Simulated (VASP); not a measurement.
Here is a VASP 6.6.1 calculation.

Contents of POSCAR:

```
V
1.0
    2.6099316004      0.0000000000      0.0000000000
   -1.3049658002      2.2602670681      0.0000000000
    0.0000000000      0.0000000000      4.6887090564
V
2
Direct
    0.3333333333      0.6666666667      0.7500000000
    0.6666666667      0.3333333333      0.2500000000
```

The input INCAR.step1:

```
PREC     = Accurate       # precision mode
ENCUT    = 520            # plane-wave cutoff, eV
EDIFF    = 1E-6           # SCF threshold, eV
ISMEAR   = 0              # smearing method
SIGMA    = 0.05           # smearing width, eV
LREAL    = F              # projectors in reciprocal space
LASPH    = T              # aspherical terms in the spheres
NELM     = 150            # most SCF steps
ALGO     = Fast           # electronic algorithm
ISIF     = 2              # what is computed and relaxed
LWAVE    = F              # write WAVECAR
LCHARG   = T              # write CHGCAR
ISPIN    = 2              # spin polarisation
MAGMOM   = 0.05 0.05      # initial moments
LMAXMIX  = 4              # l up to which the mixer works
GGA      = PE             # functional
NBANDS   = 24             # bands
```

Contents of KPOINTS.step1:

```
regular mesh
0
Gamma
  18 18 10
```

INCAR.step2

```
PREC     = Accurate       # precision mode
ENCUT    = 520            # plane-wave cutoff, eV
EDIFF    = 1E-6           # SCF threshold, eV
ISMEAR   = -5             # smearing method
SIGMA    = 0.05           # smearing width, eV
LREAL    = F              # projectors in reciprocal space
LASPH    = T              # aspherical terms in the spheres
NELM     = 150            # most SCF steps
ALGO     = Fast           # electronic algorithm
ISIF     = 2              # what is computed and relaxed
LWAVE    = F              # write WAVECAR
LCHARG   = F              # write CHGCAR
ISPIN    = 2              # spin polarisation
MAGMOM   = 0.05 0.05      # initial moments
LORBIT   = 10             # projections on sites
LMAXMIX  = 4              # l up to which the mixer works
GGA      = PE             # functional
NEDOS    = 2001           # points of the DOS
ICHARG   = 11             # starting density
```

KPOINTS.step2

```
regular mesh
0
Gamma
  27 27 15
```

Potentials or basis: VASP PAW PBE potentials, release 64 (V_sv).

Command:

```console
$ cat potpaw_PBE.64/V_sv/POTCAR > POTCAR
$ cp INCAR.step1 INCAR
$ cp KPOINTS.step1 KPOINTS
$ mpirun -np 1 vasp_std > vasp.out
$ cp INCAR.step2 INCAR
$ cp KPOINTS.step2 KPOINTS
$ mpirun -np 1 vasp_std > vasp.out
```

(1) What does it give for the net moment?

Results:

(1) 0.00 μB per cell.
